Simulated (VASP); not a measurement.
# BeGa3 (Cm) in VASP: single point with PBE

Aim: the single point of BeGa3 with PBE.

Program: VASP 6.6.1. These are calculated values, not measurements. Logs are shortened: lines on timing, memory, paths and dates and some standing lists are left out, and cuts for length are marked.

**1. The cell of the first run**

Symmetry: Cm, No. 8, monoclinic system. Conventional cell: a = 6.023 Å, b = 6.157 Å, c = 4.605 Å, α = 90.00°, β = 125.41°, γ = 90.00°. Be (site symmetry m) has 12 Ga at 2.71 to 3.21 Å within 3.6 Å. Ga (site symmetry 1) has 8 Ga at 2.69 to 3.19 Å and 4 Be at 2.71 to 3.21 Å within 3.5 Å. Within 3.5 Å of Ga (site symmetry m) lie 8 Ga at 2.69 to 3.13 Å and 4 Be at 2.96 to 3.08 Å.

**2. Single point, PBE (strained and its atoms moved)**

INCAR

```
SYSTEM = BeGa3
  PREC = Accurate
  ENCUT = 520
  EDIFF = 1E-6
  ISMEAR = 0
  SIGMA = 0.1
  LREAL = .FALSE.
  LASPH = .TRUE.
  NELM = 100
  ALGO = Normal
  ISIF = 2
  LWAVE = .FALSE.
  LCHARG = .FALSE.
  GGA = PE
  NBANDS = 28
```

KPOINTS

```
regular mesh
0
G
  10 10 12
  0 0 0
```

POSCAR

```
BeGa3
1.0
   -2.0523429873      2.3014668055      3.7645671804
    2.3014668055     -2.0523429873      3.7645671804
    2.0028465109      2.0028465109     -3.6302604740
Be Ga
1 3
Direct
   -0.0284645483     -0.0284645483     -0.0359561296
    0.7878341505      0.2689943544      0.5467000945
    0.2689943544      0.7878341505      0.5467000945
    0.4716360434      0.4716360434     -0.0574440595
```

Potentials or basis: VASP PAW PBE potentials, release 64 (Be, Ga_d).

Started as:

```
cat potpaw_PBE.64/Be/POTCAR potpaw_PBE.64/Ga_d/POTCAR > POTCAR
mpirun -np 1 vasp_std > vasp.out
```

OUTCAR:

```text
SYSTEM = BeGa3
   PREC = Accurate
   ENCUT = 520
   EDIFF = 1E-6
   ISMEAR = 0
   LREAL = .FALSE.
   LASPH = .TRUE.
   NELM = 100
   ISIF = 2
   GGA = PE

 ion  position               nearest neighbor table
   1  0.972  0.972  0.964-
   2  0.788  0.269  0.547-   4 2.69   4 2.73
   3  0.269  0.788  0.547-   4 2.69   4 2.73
   4  0.472  0.472  0.943-   2 2.69   3 2.69   3 2.73   2 2.73

  Warning from LATTYP: Got some problem with cell dimensions!
  Tried to take original basis but could not verify dimensions!
  LATTYP: Found a base centered monoclinic cell.
 ALAT       =     6.0232122534
 B/A-ratio  =     1.0222480294
 C/A-ratio  =     0.7644620658
 COS(beta)  =    -0.5793741332

  Lattice vectors:

 A1 = (   0.0494964764,  -4.3043133164,  -0.1343067064)
 A2 = (  -4.3043133164,   0.0494964764,  -0.1343067064)
 A3 = (   2.0028465109,   2.0028465109,  -3.6302604740)

Analysis of symmetry for initial positions (statically):
=====================================================================
 Subroutine PRICEL returns:
 Original cell was already a primitive cell.

 Routine SETGRP: Setting up the symmetry group for a
 base centered monoclinic supercell.

 Subroutine GETGRP returns: Found  2 space group operations
 (whereof  2 operations were pure point group operations)
 out of a pool of  4 trial point group operations.

The static configuration has the point symmetry C_1h.

Analysis of symmetry for dynamics (positions and initial velocities):
=====================================================================
 Subroutine PRICEL returns:
 Original cell was already a primitive cell.

 Routine SETGRP: Setting up the symmetry group for a
 base centered monoclinic supercell.

 Subroutine GETGRP returns: Found  2 space group operations
 (whereof  2 operations were pure point group operations)
 out of a pool of  4 trial point group operations.

The dynamic configuration has the point symmetry C_1h.

 Subroutine INISYM returns: Found  2 space group operations
 (whereof  2 operations are pure point group operations),
 and found     1 'primitive' translations

----------------------------------------------------------------------------------------

                                     Primitive cell

  volume of cell :      69.5917

  direct lattice vectors                    reciprocal lattice vectors
    -2.052342987  2.301466806  3.764567180    -0.001283352  0.228400545  0.125302545
     2.301466806 -2.052342987  3.764567180     0.228400545 -0.001283352  0.125302545
     2.002846511  2.002846511 -3.630260474     0.235519720  0.235519720 -0.015585742

  length of vectors
     4.866295023  4.866295023  4.604517282     0.260517147  0.260517147  0.333439638

  position of ions in fractional coordinates (direct lattice)
     0.971535452  0.971535452  0.964043870
     0.787834150  0.268994354  0.546700094
     0.268994354  0.787834150  0.546700094
     0.471636043  0.471636043  0.942555941

  ion indices of the primitive-cell ions
   primitive index   ion index
                 1           1
                 2           2
                 3           3
                 4           4

----------------------------------------------------------------------------------------

 KPOINTS: regular mesh

Automatic generation of k-mesh.
 Grid dimensions read from file:
 generate k-points for:   10   10   12

 Generating k-lattice:

  Cartesian coordinates                     Fractional coordinates (reciprocal lattice)
    -0.000128335  0.022840054  0.012530255     0.100000000  0.000000000 -0.000000000
     0.022840054 -0.000128335  0.012530255     0.000000000  0.100000000 -0.000000000
     0.019626643  0.019626643 -0.001298812    -0.000000000 -0.000000000  0.083333333

  Length of vectors
     0.026051715  0.026051715  0.027786636

  Shift w.r.t. Gamma in fractional coordinates (k-lattice)
     0.000000000  0.000000000  0.000000000

 Subroutine IBZKPT returns following result:
 ===========================================

 Found    337 irreducible k-points:

 Following reciprocal coordinates:
            Coordinates               Weight
  0.000000  0.000000  0.000000      1.000000
  0.100000 -0.000000  0.000000      4.000000
  0.200000 -0.000000  0.000000      4.000000
  0.300000  0.000000  0.000000      4.000000
  0.400000  0.000000  0.000000      4.000000
  0.500000 -0.000000  0.000000      2.000000
[... 16 lines left out ...]
  0.300000  0.300000  0.000000      2.000000
  0.400000  0.300000  0.000000      4.000000
 [... further k-points ...]
   k-points           NKPTS =    337   k-points in BZ     NKDIM =    337   number of bands    NBANDS=     28
   number of dos      NEDOS =    301   number of ions     NIONS =      4
   total plane-waves  NPLWV =  46656
   dimension x,y,z NGX =    36 NGY =   36 NGZ =   36
   dimension x,y,z NGXF=    72 NGYF=   72 NGZF=   72
   ions per type =               1   3
   NGX,Y,Z   is equivalent  to a cutoff of  12.30, 12.30, 13.00 a.u.
   NGXF,Y,Z  is equivalent  to a cutoff of  24.60, 24.60, 26.00 a.u.
 SYSTEM =  BeGa3
   PREC   = accura    normal or accurate (medium, high low for compatibility)
   ISTART =      0    job   : 0-new  1-cont  2-samecut
   ICHARG =      2    charge: 1-file 2-atom 10-const
   ISPIN  =      1    spin polarized calculation?
   LNONCOLLINEAR =      F non collinear calculations
   LSORBIT =      F    spin-orbit coupling
   LASPH  =      T    aspherical Exc in radial PAW
   ENCUT  =  520.0 eV  38.22 Ry    6.18 a.u.   9.05  9.05  8.56*2*pi/ulx,y,z
   NELM   =    100;   NELMIN=  2; NELMDL= -5     # of ELM steps
   EDIFF  = 0.1E-05   stopping-criterion for ELM
   LREAL  =      F    real-space projection
   EDIFFG = 0.1E-04   stopping-criterion for IOM
   NSW    =      0    number of steps for IOM
   IBRION =     -1    ionic relax: 0-MD 1-quasi-New 2-CG
   NFREE  =      0    steps in history (QN), initial steepest desc. (CG)
   ISIF   =      2    stress and relaxation
   ISYM   =      2    0-nonsym 1-usesym 2-fastsym
   POTIM  = 0.5000    time-step for ionic-motion
   TEBEG  =    0.0;   TEEND  =   0.0 temperature during run
   PSTRESS=    0.0 pullay stress
   NELECT =      41.0000    total number of electrons
   NUPDOWN=      -1.0000    fix difference up-down
   EMIN   =  10.00;   EMAX   =-10.00  energy-range for DOS
   EFERMI =   0.00;   METHOD = LEGACY
   ISMEAR =     0;   SIGMA  =   0.10  broadening in eV -4-tet -1-fermi 0-gaus
   EFERMI_NEDOS =   21; number of points for ismear=-14 and -15
   IALGO  =     38    algorithm
   IMIX   =      4    mixing-type and parameters
     AMIX     =   0.40;   BMIX     =  1.00
     AMIX_MAG =   1.60;   BMIX_MAG =  1.00
  volume/ion in A,a.u.               =      17.40       117.41
  Fermi-wavevector in a.u.,A,eV,Ry     =   1.372409  2.593478 25.626679  1.883508
  Thomas-Fermi vector in A             =   2.498019
   LORBIT       =      0    0 simple, 1 ext, 2 COOP (PROOUT), +10 PAW based schemes
   GGA     = PE    functional components
   LHFCALC =     F    Hartree Fock is set to
   AEXX    =    0.0000 exact exchange contribution
   IVDW    =     0    specifies the selected vdW correction
   LEPSILON=     F    determine dielectric tensor
   LRPA    =     F    only Hartree local field effects (RPA)
 non-spin polarized calculation
 Gauss-broadening in eV      SIGMA  =   0.10
  energy-cutoff  :      520.00
  volume of cell :       69.59
 maximum number of plane-waves:      1897
   NGX = 19   NGY = 19   NGZ = 17

 number of electron      41.0000004 magnetization

 Free energy of the ion-electron system (eV)
  ---------------------------------------------------
  ext. energy  EPLUGINS =         0.00000000
  ---------------------------------------------------
  free energy    TOTEN  =       -11.23179657 eV

  energy without entropy =      -11.22509419  energy(sigma->0) =      -11.22844538

 E-fermi :   5.1678     XC(G=0): -10.6485

 val. band max:        5.1658001808   @ k =  -0.1000   0.5000   0.3333
 cond. band min:       5.1716662482   @ k =  -0.4000   0.1000   0.4167
 fundamental gap:      0.0058660674
 Fermi energy:         5.1678271412

 k-point     1 :       0.0000    0.0000    0.0000
  band No.  band energies     occupation
      1      -9.8504      2.00000
      2      -9.8400      2.00000
      3      -9.8176      2.00000
      4      -9.7707      2.00000
      5      -9.7398      2.00000
      6      -9.7258      2.00000
[... 20 lines left out ...]
     27       8.7285      0.00000
     28       9.7720      0.00000

 k-point     2 :       0.1000   -0.0000    0.0000
  band No.  band energies     occupation
      1      -9.8475      2.00000
      2      -9.8436      2.00000
      3      -9.8147      2.00000
      4      -9.7780      2.00000
      5      -9.7382      2.00000
      6      -9.7300      2.00000
[... 20 lines left out ...]
     27       8.3747      0.00000
     28       9.3592      0.00000

 k-point     3 :       0.2000   -0.0000    0.0000
  band No.  band energies     occupation
      1      -9.8566      2.00000
      2      -9.8365      2.00000
      3      -9.8108      2.00000
      4      -9.7793      2.00000
      5      -9.7517      2.00000
      6      -9.7110      2.00000
[... 20 lines left out ...]
     27       8.9265      0.00000
     28       9.5092      0.00000

 k-point     4 :       0.3000    0.0000    0.0000
  band No.  band energies     occupation
      1      -9.8686      2.00000
      2      -9.8349      2.00000
      3      -9.7989      2.00000
      4      -9.7687      2.00000
      5      -9.7552      2.00000
      6      -9.6923      2.00000
[... 578 lines left out ...]
     27      10.1143      0.00000
     28      10.5094      0.00000

 k-point    23 :       0.3000    0.3000    0.0000
  band No.  band energies     occupation
      1      -9.8594      2.00000
      2      -9.8556      2.00000
      3      -9.7918      2.00000
      4      -9.7880      2.00000
      5      -9.7662      2.00000
      6      -9.6825      2.00000
[... 20 lines left out ...]
     27      11.9077      0.00000
     28      12.8087      0.00000

 k-point    24 :       0.4000    0.3000    0.0000
  band No.  band energies     occupation
      1      -9.8627      2.00000
      2      -9.8462      2.00000
      3      -9.8020      2.00000
      4      -9.7870      2.00000
      5      -9.7587      2.00000
      6      -9.6856      2.00000
[... 20 lines left out ...]
     27      11.7865      0.00000
     28      12.8282      0.00000

 [... further k-points ...]
[... 5 lines left out ...]
  --------------------------------------------------------------------------------------
  -------------------------------------------------------------------------------------
  Total       -2.0263455     -2.0263455     -0.3956542     -0.3134218      0.3046121      0.3046121
  in kB      -46.6516332    -46.6516332     -9.1089664     -7.2157673      7.0129467      7.0129456
  external PRESSURE =     -34.1374109 kB  Pullay stress =       0.0000000 kB

 VOLUME and BASIS-vectors are now :
 -----------------------------------------------------------------------------
  energy-cutoff  :      520.00
  volume of cell :       69.59
      direct lattice vectors                 reciprocal lattice vectors
    -2.052342987  2.301466806  3.764567180    -0.001283352  0.228400545  0.125302545
     2.301466806 -2.052342987  3.764567180     0.228400545 -0.001283352  0.125302545
     2.002846511  2.002846511 -3.630260474     0.235519720  0.235519720 -0.015585742

 POSITION                                       TOTAL-FORCE (eV/Angst)
 -----------------------------------------------------------------------------------
      2.17286      2.17286      3.81509        -0.071711     -0.071711     -0.057492
      0.09713      2.35606      1.99384        -0.151108     -0.076323      0.004725
      2.35606      0.09713      1.99384        -0.076323     -0.151108      0.004725
      2.00529      2.00529      0.12929         0.299143      0.299143      0.048042
 -----------------------------------------------------------------------------------
    total drift:                                0.000560      0.000560     -0.000413

  FREE ENERGIE OF THE ION-ELECTRON SYSTEM (eV)
  ---------------------------------------------------
  free  energy   TOTEN  =       -11.2317965652 eV

  energy  without entropy=      -11.2250941917  energy(sigma->0) =      -11.22844538
```

Run time: 3.2 min. Hardware: 1 thread of Intel Xeon 6975P-C (Granite Rapids), shared host; peak memory 0.6 GiB.

What came out:

| Quantity | Value |
| --- | --- |
| Free energy | -11.2318 eV |
| Pressure | -3.4 GPa |
| Largest force | 0.426 eV/Å |

Forces in eV/Å, atoms in the order of the input:
```
Be  -0.072 -0.072 -0.057
Ga  -0.151 -0.076  0.005
Ga  -0.076 -0.151  0.005
Ga   0.299  0.299  0.048
```

Caveat: the cell differs from its parent crystal (strained and its atoms moved).
